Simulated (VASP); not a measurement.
KTa, 4 atoms in the cell. Symmetry: Pmma, No. 51, orthorhombic system. Conventional cell: a = 5.410 Å, b = 3.580 Å, c = 5.524 Å, α = 90.00°, β = 90.00°, γ = 90.00°. Within 4.3 Å of K (site symmetry mm2) lie 8 Ta at 3.29 to 3.32 Å and 4 K at 3.40 to 3.58 Å. Within 4.3 Å of Ta (site symmetry mm2) lie 8 K at 3.29 to 3.32 Å and 4 Ta at 3.41 to 3.58 Å. 

- Program: VASP 6.6.1
- Task: relaxation of cell and atoms
- Functional: PBE
- Potentials or basis: VASP PAW PBE potentials, release 64 (K_sv, Ta_pv)
- Cutoff: 600 eV
- k mesh: 4 × 6 × 4
- Occupations: gaussian, width 0.1 eV
- Spin: no spin polarisation
- Dipole correction: no
- Further INCAR settings: ALGO = Fast; EDIFF = 1e-06; IBRION = 2; EDIFFG = -0.04; NSW = 90; ISIF = 3

Potentials or basis: VASP PAW PBE potentials, release 64 (K_sv, Ta_pv).

The run is started by

```console
$ cat potpaw_PBE.64/K_sv/POTCAR potpaw_PBE.64/Ta_pv/POTCAR > POTCAR
$ mpirun -np 1 vasp_std > vasp.out
```

Hardware: 1 thread of Intel(R) Xeon(R) Platinum 8488C (Sapphire Rapids), on a shared host.

**Question.** How long does it take, and how much memory?

**Answer.** It took 44 min on 1 thread of Intel(R) Xeon(R) Platinum 8488C (Sapphire Rapids), with other jobs on the host, peak memory 0.37 GiB. Counts: scf iterations 462, k points 36, ion steps 25.
